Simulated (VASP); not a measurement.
# BN (a cell with a defect) in VASP: a series of runs

The runs below take BN (a cell with a defect) through single point, with PBE.

Program: VASP 6.6.1. These are calculated values, not measurements. Logs are shortened: lines on timing, memory, paths and dates and some standing lists are left out, and cuts for length are marked.

## Step 1: The cell of the first run

The cell holds a defect, 34 atoms: a = 7.465 Å, b = 7.465 Å, c = 6.495 Å, α = 90.00°, β = 90.00°, γ = 120.00°.

## Step 2: Single point, PBE, collinear spin

File INCAR:

```
SYSTEM = BN
ALGO = Normal
EDIFF = 1E-6
ENCUT = 520
GGA = PE
GGA_COMPAT = .FALSE.
ISIF = 2
ISMEAR = 0
ISPIN = 2
ISYM = -1
LASPH = .TRUE.
LCHARG = .FALSE.
LORBIT = 11
LREAL = Auto
LWAVE = .FALSE.
MAGMOM = 0 0.07 0 0.01 0 0 0 0.08 0 0 0.01 0 0.01 0 0.01 0 0.01 0.01 0 0.04 0 0.05 0 0 0.33 0 0.04 0 0.01 0 0.31 0 0.01 0
NBANDS = 95
NELM = 200
NUPDOWN = 2.0
PREC = Accurate
SIGMA = 0.01
```

File KPOINTS:

```
explicit points
1
Reciprocal
  0.25000000   0.25000000   0.25000000 1
```

File POSCAR:

```
BN
1.0
    7.4650312800      0.0000000000      0.0000000000
   -3.7325156400      6.4649067300      0.0000000000
    0.0000000000      0.0000000000      6.4954828800
B N
17 17
Direct
    0.1139382281      0.2232642284      0.2508248712
    0.2142528217      0.1033119666      0.7508777058
    0.1136194561      0.5558245535      0.2508303499
    0.2271734038      0.4459526608      0.7510145958
    0.1134004628      0.8892238206      0.2506046497
    0.2177223413      0.7717015452      0.7508432790
    0.4475920346      0.2238640357      0.2507494255
    0.5523094923      0.1029414655      0.7514504019
    0.4474414408      0.5560169649      0.2506007975
    0.4471674102      0.8892370046      0.2510363189
    0.5569494692      0.7759447404      0.7515624961
    0.7806825783      0.2232062087      0.2510303820
    0.8875820448      0.1124409928      0.7513948934
    0.7798496939      0.5559652619      0.2506077533
    0.8816650312      0.4461234327      0.7506919250
    0.7803095523      0.8892465202      0.2507182412
    0.8825674824      0.7755153232      0.7501890271
    0.1159290203      0.2223465813      0.7509988418
    0.2245500114      0.1120757953      0.2507522289
    0.1086194678      0.5520795329      0.7508349345
    0.2244397766      0.4453202569      0.2508456968
    0.1121845916      0.8880159344      0.7504159897
    0.2245261640      0.7787482374      0.2508301681
    0.5578126563      0.1121775940      0.2512163988
    0.4429113089      0.5614113294      0.7518088558
    0.5577792240      0.4453940371      0.2504002936
    0.4406994959      0.8875923377      0.7514511660
    0.5579703147      0.7789174107      0.2509536852
    0.7708161849      0.2218029783      0.7516773937
    0.8912925966      0.1122555714      0.2509702783
    0.7824558969      0.5614629097      0.7489963473
    0.8911334734      0.4453758610      0.2507921614
    0.7793223056      0.8936466779      0.7511829847
    0.8912212600      0.7788822745      0.2502190150
```

Potentials or basis: VASP PAW PBE potentials, release 64 (B, N).

Launch:

```
> cat potpaw_PBE.64/B/POTCAR potpaw_PBE.64/N/POTCAR > POTCAR
> mpirun -np 1 vasp_std > vasp.out
```

OUTCAR:

```text
SYSTEM = BN
   EDIFF = 1E-6
   ENCUT = 520
   GGA = PE
   ISIF = 2
   ISMEAR = 0
   ISPIN = 2
   ISYM = -1
   LASPH = .TRUE.
   LORBIT = 11
   LREAL = Auto
   NELM = 200
   NUPDOWN = 2.0
   PREC = Accurate

 ion  position               nearest neighbor table
   1  0.114  0.223  0.251-  19 1.43  21 1.44  30 1.44
   2  0.214  0.103  0.751-  22 1.39  18 1.41
   3  0.114  0.556  0.251-  21 1.43  32 1.44  23 1.44
   4  0.227  0.446  0.751-  25 1.40  18 1.45  20 1.45
   5  0.113  0.889  0.251-  23 1.43  34 1.44  19 1.44
   6  0.218  0.772  0.751-  20 1.42  22 1.43  27 1.44
   7  0.448  0.224  0.251-  26 1.43  24 1.43  19 1.44
   8  0.552  0.103  0.751-  27 1.39  29 1.41
   9  0.447  0.556  0.251-  26 1.43  28 1.44  21 1.44
  10  0.447  0.889  0.251-  28 1.43  23 1.44  24 1.44
  11  0.557  0.776  0.752-  25 1.39  33 1.44  27 1.47
  12  0.781  0.223  0.251-  30 1.43  32 1.44  24 1.44
  13  0.888  0.112  0.751-  33 1.41  29 1.46  18 1.48
  14  0.780  0.556  0.251-  32 1.43  26 1.44  34 1.44
[... 8 lines left out ...]
  23  0.225  0.779  0.251-   5 1.43  10 1.44   3 1.44
  24  0.558  0.112  0.251-   7 1.43  12 1.44  10 1.44
  25  0.443  0.561  0.752-  11 1.39   4 1.40
  26  0.558  0.445  0.250-   9 1.43   7 1.43  14 1.44
  27  0.441  0.888  0.751-   8 1.39   6 1.44  11 1.47
  28  0.558  0.779  0.251-  10 1.43  16 1.44   9 1.44
  29  0.771  0.222  0.752-   8 1.41  15 1.45  13 1.46
  30  0.891  0.112  0.251-  12 1.43   1 1.44  16 1.44
  31  0.782  0.561  0.749-  17 1.38  15 1.39
  32  0.891  0.445  0.251-  14 1.43  12 1.44   3 1.44
  33  0.779  0.894  0.751-  13 1.41  17 1.43  11 1.44
  34  0.891  0.779  0.250-  16 1.43   5 1.44  14 1.44

IMPORTANT INFORMATION: All symmetrisations will be switched off!
NOSYMM: (Re-)initialisation of all symmetry stuff for point group C_1.

----------------------------------------------------------------------------------------

                                     Primitive cell

  volume of cell :     313.4768

  direct lattice vectors                    reciprocal lattice vectors
     7.465031280  0.000000000  0.000000000     0.133957912  0.077340636  0.000000000
    -3.732515640  6.464906730  0.000000000     0.000000000  0.154681273  0.000000000
     0.000000000  0.000000000  6.495482880     0.000000000  0.000000000  0.153953142

  length of vectors
     7.465031280  7.465031281  6.495482880     0.154681273  0.154681273  0.153953142

  position of ions in fractional coordinates (direct lattice)
     0.113938228  0.223264228  0.250824871
     0.214252822  0.103311967  0.750877706
     0.113619456  0.555824554  0.250830350
     0.227173404  0.445952661  0.751014596
     0.113400463  0.889223821  0.250604650
     0.217722341  0.771701545  0.750843279
[... 26 lines left out ...]
     0.779322306  0.893646678  0.751182985
     0.891221260  0.778882274  0.250219015

  ion indices of the primitive-cell ions
   primitive index   ion index
                 1           1
                 2           2
                 3           3
                 4           4
                 5           5
                 6           6
[... 26 lines left out ...]
                33          33
                34          34

----------------------------------------------------------------------------------------

 KPOINTS: explicit points

Read explicit list of k-points.

 Found      1 k-points:

 Following reciprocal coordinates:
            Coordinates               Weight
  0.250000  0.250000  0.250000      1.000000
   k-points           NKPTS =      1   k-points in BZ     NKDIM =      1   number of bands    NBANDS=     95
   number of dos      NEDOS =    301   number of ions     NIONS =     34
   total plane-waves  NPLWV = 150528
   dimension x,y,z NGX =    56 NGY =   56 NGZ =   48
   dimension x,y,z NGXF=   112 NGYF=  112 NGZF=   96
   ions per type =              17  17
   NGX,Y,Z   is equivalent  to a cutoff of  12.47, 12.47, 12.29 a.u.
   NGXF,Y,Z  is equivalent  to a cutoff of  24.94, 24.94, 24.57 a.u.
 SYSTEM =  BN
[... 42 lines left out ...]
  ---------------------------------------------------
  free energy    TOTEN  =      -289.76225166 eV

  energy without entropy =     -289.76225166  energy(sigma->0) =     -289.76225166

 E-fermi :   2.2202     XC(G=0):  -9.9903

 val. band max:        2.4396220186   @ k =   0.2500   0.2500   0.2500
 cond. band min:       3.2021607090   @ k =   0.2500   0.2500   0.2500
 fundamental gap:      0.7625386904
 Fermi energy:         2.5080106283

 spin component 1

 k-point     1 :       0.2500    0.2500    0.2500
  band No.  band energies     occupation
      1     -15.4535      1.00000
      2     -15.2029      1.00000
      3     -15.0446      1.00000
      4     -14.7350      1.00000
      5     -14.7072      1.00000
      6     -14.3523      1.00000
[... 72 lines left out ...]
     79       8.6808      0.00000
     80       8.9743      0.00000
 Fermi energy:         2.2201885763

 spin component 2

 k-point     1 :       0.2500    0.2500    0.2500
  band No.  band energies     occupation
      1     -15.3907      1.00000
      2     -15.1791      1.00000
      3     -14.9657      1.00000
      4     -14.7258      1.00000
      5     -14.6957      1.00000
      6     -14.2307      1.00000
[... 72 lines left out ...]
     79       8.7301      0.00000
     80       8.9993      0.00000
 [bands above 80 left out]

------------------------ aborting loop because EDIFF is reached ----------------------------------------

  FORCE on cell =-STRESS in cart. coord.  units (eV):
  Direction    XX          YY          ZZ          XY          YZ          ZX
  --------------------------------------------------------------------------------------
  -------------------------------------------------------------------------------------
  Total       11.2715465     24.4640502      5.8923117      0.1788470     -0.0894424      0.0498538
  in kB       57.6087895    125.0355774     30.1155611      0.9140858     -0.4571394      0.2548026
  external PRESSURE =      70.9199760 kB  Pullay stress =       0.0000000 kB

 VOLUME and BASIS-vectors are now :
 -----------------------------------------------------------------------------
  energy-cutoff  :      520.00
  volume of cell :      313.48
      direct lattice vectors                 reciprocal lattice vectors
     7.465031280  0.000000000  0.000000000     0.133957912  0.077340636  0.000000000
    -3.732515640  6.464906730  0.000000000     0.000000000  0.154681273  0.000000000
     0.000000000  0.000000000  6.495482880     0.000000000  0.000000000  0.153953142

 POSITION                                       TOTAL-FORCE (eV/Angst)
 -----------------------------------------------------------------------------------
      0.01722      1.44338      1.62923         0.000211     -0.004411     -0.000147
      1.21379      0.66790      4.87731        -0.014454     -0.004387     -0.000174
     -1.22645      3.59335      1.62926        -0.000130     -0.000968      0.000158
      0.03133      2.88304      4.87820         0.008334      0.006955      0.002594
     -2.47250      5.74875      1.62780        -0.001164      0.000044      0.002738
     -1.25508      4.98898      4.87709        -0.003048     -0.000683      0.000975
[... 26 lines left out ...]
      2.48212      5.77734      4.87930        -0.002041      0.005788      0.002688
      3.74580      5.03540      1.62529        -0.000620     -0.003878      0.000411
 -----------------------------------------------------------------------------------
    total drift:                                0.004451      0.002499      0.002718

  FREE ENERGIE OF THE ION-ELECTRON SYSTEM (eV)
  ---------------------------------------------------
  free  energy   TOTEN  =      -289.7622516569 eV

  energy  without entropy=     -289.7622516569  energy(sigma->0) =     -289.76225166

 total charge

# of ion       s       p       d       tot
------------------------------------------
    1        0.758   1.452   0.000   2.210
    2        0.744   1.247   0.000   1.991
    3        0.757   1.449   0.000   2.206
    4        0.759   1.454   0.000   2.213
    5        0.758   1.451   0.000   2.208
    6        0.763   1.450   0.000   2.213
[... 26 lines left out ...]
   33        1.234   2.824   0.000   4.057
   34        1.231   2.812   0.000   4.043
--------------------------------------------------
tot         33.835  71.476   0.000 105.311

 magnetization (x)

# of ion       s       p       d       tot
------------------------------------------
    1       -0.000   0.000   0.000   0.000
    2        0.024   0.129   0.000   0.153
    3       -0.000  -0.000   0.000  -0.000
    4        0.003   0.013   0.000   0.016
    5       -0.000  -0.000   0.000  -0.000
    6        0.002  -0.001   0.000   0.001
[... 26 lines left out ...]
   33        0.001   0.010   0.000   0.011
   34       -0.000  -0.000   0.000  -0.000
--------------------------------------------------
tot          0.154   1.246   0.000   1.400
```

Run time: 88 s. Hardware: 1 thread of Intel Xeon 6975P-C (Granite Rapids), shared host; peak memory 0.48 GiB.

What came out:

| Property | Result |
| --- | --- |
| Free energy | -289.7623 eV |
| Pressure | 7.1 GPa |
| Largest force | 0.038 eV/Å |
| Net moment | 2.00 μB per cell |
| Site moments | B +0.00, +0.15, -0.00, +0.02, +0.17, +0.01 (each value once); N +0.01, +0.05, -0.00, +0.06, +0.00, +0.42, +0.40 (each value once) μB |
| Valence electrons inside the program's atomic spheres | B 2.21, 1.99, 1.98, 2.20, 2.15, 2.22 (each value once); N 4.02, 4.04, 4.03, 3.87, 4.05, 3.88, 4.06 (each value once) |

Forces on the atoms (eV/Å):
```
B    0.000 -0.004  0.000
B   -0.014 -0.004  0.000
B    0.000 -0.001  0.000
B    0.008  0.007  0.003
B   -0.001  0.000  0.003
B   -0.003 -0.001  0.001
B    0.003  0.000  0.001
B    0.011 -0.008 -0.001
B   -0.001 -0.012  0.001
B    0.005  0.003  0.000
B   -0.003  0.000 -0.001
B    0.001  0.009  0.001
B    0.001 -0.002 -0.002
B    0.001  0.000  0.001
B    0.000  0.003  0.000
B   -0.002  0.004  0.000
B    0.002 -0.004  0.000
N    0.008  0.010 -0.002
N    0.001  0.005 -0.002
N   -0.003 -0.009 -0.003
N    0.002  0.010  0.001
N    0.024  0.021 -0.002
N   -0.002 -0.007  0.001
N   -0.008 -0.003  0.001
N    0.027 -0.026 -0.003
N   -0.001  0.002  0.001
N   -0.013  0.023  0.000
N    0.000  0.005  0.002
N   -0.011  0.009 -0.001
N    0.002 -0.006  0.003
N   -0.032 -0.021 -0.004
N    0.001 -0.003  0.000
N   -0.002  0.006  0.003
N   -0.001 -0.004  0.000
```

Caveat: the total moment is fixed, so each spin has its own Fermi level.

(Part 1 of 2 ends here.)
